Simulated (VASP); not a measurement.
# GaAs (F-43m) in VASP: single point with PBE

Aim: the single point of GaAs with PBE.

Everything below comes from runs of VASP 6.6.1. Logs are shortened: lines on timing, memory, paths and dates and some standing lists are left out, and cuts for length are marked.

## 1. The cell of the first run

The structure is cubic, space group F-43m (No. 216). Conventional cell: a = 5.654 Å, b = 5.654 Å, c = 5.654 Å, α = 90.00°, β = 90.00°, γ = 90.00°. Within 3.2 Å of Ga (site symmetry -43m) lie 4 As at 2.45 Å. Within 3.2 Å of As (site symmetry -43m) lie 4 Ga at 2.45 Å.

## 2. Single point, PBE

Contents of INCAR:

```
SYSTEM = GaAs
PREC = Accurate
ENCUT = 520
EDIFF = 1E-6
ISMEAR = 0
SIGMA = 0.01
LREAL = .False.
LASPH = .True.
NELM = 100
ALGO = Normal
ISIF = 2
LWAVE = .False.
LCHARG = .False.
GGA = PE
NBANDS = 16
```

Contents of KPOINTS:

```
Automatic mesh
0
Gamma
  4 4 4
  0 0 0
```

Contents of POSCAR:

```
GaAs
1.0
    0.0000000000      2.8268500000      2.8268500000
    2.8268500000      0.0000000000      2.8268500000
    2.8268500000      2.8268500000      0.0000000000
Ga As
1 1
Direct
    0.0000000000      0.0000000000      0.0000000000
    0.2500000000      0.2500000000      0.2500000000
```

Potentials or basis: VASP PAW PBE potentials, release 64 (Ga_d, As).

Started as:

```bash
$ cat potpaw_PBE.64/Ga_d/POTCAR potpaw_PBE.64/As/POTCAR > POTCAR
$ mpirun -np 1 vasp_std > vasp.out
```

OUTCAR:

```text
SYSTEM = GaAs
   PREC = Accurate
   ENCUT = 520
   EDIFF = 1E-6
   ISMEAR = 0
   LREAL = .False.
   LASPH = .True.
   NELM = 100
   ISIF = 2
   GGA = PE

 ion  position               nearest neighbor table
   1  0.000  0.000  0.000-   2 2.45   2 2.45   2 2.45   2 2.45
   2  0.250  0.250  0.250-   1 2.45   1 2.45   1 2.45   1 2.45

  LATTYP: Found a face centered cubic cell.
 ALAT       =     5.6537000000

  Lattice vectors:

 A1 = (   0.0000000000,   2.8268500000,   2.8268500000)
 A2 = (   2.8268500000,   0.0000000000,   2.8268500000)
 A3 = (   2.8268500000,   2.8268500000,   0.0000000000)

Analysis of symmetry for initial positions (statically):
=====================================================================
 Subroutine PRICEL returns:
 Original cell was already a primitive cell.

 Routine SETGRP: Setting up the symmetry group for a
 face centered cubic supercell.

 Subroutine GETGRP returns: Found 24 space group operations
 (whereof 24 operations were pure point group operations)
 out of a pool of 48 trial point group operations.

The static configuration has the point symmetry T_d .

Analysis of symmetry for dynamics (positions and initial velocities):
=====================================================================
 Subroutine PRICEL returns:
 Original cell was already a primitive cell.

 Routine SETGRP: Setting up the symmetry group for a
 face centered cubic supercell.

 Subroutine GETGRP returns: Found 24 space group operations
 (whereof 24 operations were pure point group operations)
 out of a pool of 48 trial point group operations.

The dynamic configuration has the point symmetry T_d .

 Subroutine INISYM returns: Found 24 space group operations
 (whereof 24 operations are pure point group operations),
 and found     1 'primitive' translations

----------------------------------------------------------------------------------------

                                     Primitive cell

  volume of cell :      45.1792

  direct lattice vectors                    reciprocal lattice vectors
     0.000000000  2.826850000  2.826850000    -0.176875321  0.176875321  0.176875321
     2.826850000  0.000000000  2.826850000     0.176875321 -0.176875321  0.176875321
     2.826850000  2.826850000  0.000000000     0.176875321  0.176875321 -0.176875321

  length of vectors
[... 63 lines left out ...]
   ENCUT  =  520.0 eV  38.22 Ry    6.18 a.u.   7.43  7.43  7.43*2*pi/ulx,y,z
   NELM   =    100;   NELMIN=  2; NELMDL= -5     # of ELM steps
   EDIFF  = 0.1E-05   stopping-criterion for ELM
   LREAL  =      F    real-space projection
   EDIFFG = 0.1E-04   stopping-criterion for IOM
   NSW    =      0    number of steps for IOM
   IBRION =     -1    ionic relax: 0-MD 1-quasi-New 2-CG
   NFREE  =      0    steps in history (QN), initial steepest desc. (CG)
   ISIF   =      2    stress and relaxation
   ISYM   =      2    0-nonsym 1-usesym 2-fastsym
   POTIM  = 0.5000    time-step for ionic-motion
   TEBEG  =    0.0;   TEEND  =   0.0 temperature during run
   PSTRESS=    0.0 pullay stress
   NELECT =      18.0000    total number of electrons
   NUPDOWN=      -1.0000    fix difference up-down
   EMIN   =  10.00;   EMAX   =-10.00  energy-range for DOS
   EFERMI =   0.00;   METHOD = LEGACY
   ISMEAR =     0;   SIGMA  =   0.01  broadening in eV -4-tet -1-fermi 0-gaus
   EFERMI_NEDOS =   21; number of points for ismear=-14 and -15
   IALGO  =     38    algorithm
   IMIX   =      4    mixing-type and parameters
     AMIX     =   0.40;   BMIX     =  1.00
     AMIX_MAG =   1.60;   BMIX_MAG =  1.00
  volume/ion in A,a.u.               =      22.59       152.44
  Fermi-wavevector in a.u.,A,eV,Ry     =   1.204628  2.276417 19.743799  1.451128
  Thomas-Fermi vector in A             =   2.340347
   LORBIT       =      0    0 simple, 1 ext, 2 COOP (PROOUT), +10 PAW based schemes
   GGA     = PE    functional components
   LHFCALC =     F    Hartree Fock is set to
   AEXX    =    0.0000 exact exchange contribution
   IVDW    =     0    specifies the selected vdW correction
   LEPSILON=     F    determine dielectric tensor
   LRPA    =     F    only Hartree local field effects (RPA)
 non-spin polarized calculation
 Gauss-broadening in eV      SIGMA  =   0.01
  energy-cutoff  :      520.00
  volume of cell :       45.18
 maximum number of plane-waves:      1243
 NGX is ok and might be reduce to    30
   NGX = 15   NGY = 15   NGZ = 15

 number of electron      17.9999995 magnetization

 Free energy of the ion-electron system (eV)
  ---------------------------------------------------
  ext. energy  EPLUGINS =         0.00000000
  ---------------------------------------------------
  free energy    TOTEN  =        -8.07315690 eV

  energy without entropy =       -8.07315690  energy(sigma->0) =       -8.07315690

 E-fermi :   4.1116     XC(G=0):  -9.5607

 val. band max:        3.9810922770   @ k =   0.0000   0.0000   0.0000
 cond. band min:       4.4901147723   @ k =   0.0000   0.0000   0.0000
 fundamental gap:      0.5090224953
 Fermi energy:         4.1115893218

 k-point     1 :       0.0000    0.0000    0.0000
  band No.  band energies     occupation
      1     -10.8823      2.00000
      2     -10.8823      2.00000
      3     -10.8823      2.00000
      4     -10.8046      2.00000
      5     -10.8046      2.00000
      6      -8.7472      2.00000
[... 129 lines left out ...]
      3     -10.8383      2.00000
      4     -10.8153      2.00000
      5     -10.8005      2.00000
      6      -6.1710      2.00000
[... 8 lines left out ...]
     15      16.1622      0.00000
     16      17.2863      0.00000

------------------------ aborting loop because EDIFF is reached ----------------------------------------

  FORCE on cell =-STRESS in cart. coord.  units (eV):
  Direction    XX          YY          ZZ          XY          YZ          ZX
  --------------------------------------------------------------------------------------
  -------------------------------------------------------------------------------------
  Total        1.0446961      1.0446961      1.0446961      0.0000000     -0.0000000      0.0000000
  in kB       37.0477875     37.0477875     37.0477875      0.0000000     -0.0000000      0.0000000
  external PRESSURE =      37.0477875 kB  Pullay stress =       0.0000000 kB

 VOLUME and BASIS-vectors are now :
 -----------------------------------------------------------------------------
  energy-cutoff  :      520.00
  volume of cell :       45.18
      direct lattice vectors                 reciprocal lattice vectors
     0.000000000  2.826850000  2.826850000    -0.176875321  0.176875321  0.176875321
     2.826850000  0.000000000  2.826850000     0.176875321 -0.176875321  0.176875321
     2.826850000  2.826850000  0.000000000     0.176875321  0.176875321 -0.176875321

 POSITION                                       TOTAL-FORCE (eV/Angst)
 -----------------------------------------------------------------------------------
      0.00000      0.00000      0.00000         0.000000     -0.000000     -0.000000
      1.41342      1.41342      1.41342        -0.000000      0.000000      0.000000
 -----------------------------------------------------------------------------------
    total drift:                                0.000002      0.000002      0.000002

  FREE ENERGIE OF THE ION-ELECTRON SYSTEM (eV)
  ---------------------------------------------------
  free  energy   TOTEN  =        -8.0731568991 eV

  energy  without entropy=       -8.0731568991  energy(sigma->0) =       -8.07315690
```

OSZICAR:

```text
N       E                     dE             d eps       ncg     rms          rms(c)
DAV:   1     0.806261715589E+02    0.80626E+02   -0.88887E+03   272   0.152E+03
DAV:   2    -0.188899695790E+01   -0.82515E+02   -0.77769E+02   296   0.292E+02
DAV:   3    -0.816385609693E+01   -0.62749E+01   -0.62541E+01   312   0.629E+01
DAV:   4    -0.825736341870E+01   -0.93507E-01   -0.93500E-01   320   0.884E+00
DAV:   5    -0.825856537414E+01   -0.12020E-02   -0.12019E-02   320   0.905E-01    0.297E+00
DAV:   6    -0.809365005301E+01    0.16492E+00   -0.23683E-01   384   0.830E+00    0.180E+00
DAV:   7    -0.807090526760E+01    0.22745E-01   -0.76151E-02   344   0.193E+00    0.586E-01
DAV:   8    -0.807243797741E+01   -0.15327E-02   -0.12729E-02   280   0.126E+00    0.121E-01
DAV:   9    -0.807299432447E+01   -0.55635E-03   -0.11841E-03   296   0.411E-01    0.531E-02
DAV:  10    -0.807308928391E+01   -0.94959E-04   -0.96153E-05   336   0.999E-02    0.298E-02
DAV:  11    -0.807315668033E+01   -0.67396E-04   -0.93141E-05   272   0.735E-02    0.343E-03
DAV:  12    -0.807315689910E+01   -0.21877E-06   -0.15645E-06   336   0.166E-02
   1 F= -.80731569E+01 E0= -.80731569E+01  d E =-.290848E-77
```

Run time: 18 s. Hardware: 1 thread of AMD EPYC 7R43 (Zen 3), shared host; peak memory 0.12 GiB.

Results:

| Property | Result |
| --- | --- |
| Free energy | -8.0732 eV |
| Pressure | 3.7 GPa |
| Band gap on the k mesh | 0.51 eV, direct |

Caveat: the k points lie up to 0.48 Å⁻¹ apart. PBE gaps usually lie below the measured ones, often by a third to a half.
